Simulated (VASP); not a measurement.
Here is a VASP 6.6.1 calculation.

The input INCAR:

```
ALGO = Normal ; EDIFF = 1E-7
ENCUT = 520 ; GGA = PE
ISIF = 2 ; ISMEAR = 0
LASPH = True ; LCHARG = False
LREAL = False ; LWAVE = False
NBANDS = 55 ; NELM = 100
PREC = Accurate ; SIGMA = 0.15
```

Contents of KPOINTS:

```
k-points
0
Gamma
  2 2 3
```

POSCAR

```
Hg2TeF2
1.0
    7.2064586524      0.0000000000      0.0000000000
    0.0000000000      8.6149402736      0.0000000000
    0.0000000000      0.0000000000      3.1879513911
Hg Te F
4 2 4
Direct
    0.1584448285      0.6695104462      0.0000000000
    0.8415551715      0.3304895538      0.0000000000
    0.6584448285      0.8304895538      0.0000000000
    0.3415551715      0.1695104462      0.0000000000
    0.5000000000      0.5000000000      0.0000000000
    0.0000000000      0.0000000000      0.0000000000
    0.4101464797      0.8536577182      0.5000000000
    0.5898535203      0.1463422818      0.5000000000
    0.9101464797      0.6463422818      0.5000000000
    0.0898535203      0.3536577182      0.5000000000
```

Potentials or basis: VASP PAW PBE potentials, release 64 (Hg, Te, F).

Launch:

```bash
$ cat potpaw_PBE.64/Hg/POTCAR potpaw_PBE.64/Te/POTCAR potpaw_PBE.64/F/POTCAR > POTCAR
$ mpirun -np 1 vasp_std > vasp.out
```

Question: Estimate the pressure.

Answer: 0.1 GPa.

Question: What does it give for the largest force?

Answer: 0.084 eV/Å.

Question: Predict the band gap on the k mesh.

Answer: Zero (bands 44 and 45 overlap by 0.19 eV).

Stress tensor (GPa, compression positive):
```
 0.42  0.00  0.00
 0.00 -0.41  0.00
 0.00  0.00  0.23
```

Caveat: the k points lie up to 0.66 Å⁻¹ apart; spin-orbit coupling is left out, which moves the levels of the heavy elements.
